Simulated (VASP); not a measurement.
Runs of VASP 6.6.1 on GaIr2. The structure is that of space group Fm-3m (No. 225), or close to it. The cells are those of the table. The cell was built from a structure type or drawn by symmetry, and may not be a known phase.

```tsv
task	spin	cell	k mesh	cutoff (eV)	gap on the mesh (eV)	pressure (GPa)	relaxed volume (Å³/atom)
single point	off	a = 4.104 Å, angles 60.0°, 3 atoms	14 × 14 × 14	520	none	(a)	-
single point	collinear	a = 4.106 Å, angles 60.0°, 3 atoms	6 × 6 × 6	520	none	0.4	-
single point	off	a = 4.009 Å, angles 60.0°, 3 atoms	6 × 6 × 6	520	none	18.0	-
single point	off	a = 4.106 Å, angles 60.0°, 3 atoms	6 × 6 × 6	520	none	0.4	-
relaxation of cell and atoms	off	relaxed from a = 4.106 Å, angles 60.0°, 3 atoms	14 × 14 × 14	600	none	0.0	16.33
relaxation of cell and atoms	off	relaxed from a = 4.009 Å, angles 60.0°, 3 atoms	6 × 6 × 6	600	none	0.0	16.37
```

Alike in all rows: level PBE; potentials or basis VASP PAW PBE potentials, release 64 (Ga_d, Ir); smearing gaussian 0.1 eV.

Task: Fill in the values left out.

Result: (a) 0.5.

Caveats: spin-orbit coupling is left out, which moves the levels of the heavy elements; the cell stands under pressure (at least some runs).

A k mesh can miss the band edges, and the runs leave out spin-orbit coupling on Ga, Ir.

A gap of «none» marks levels without a gap at the run's occupations.
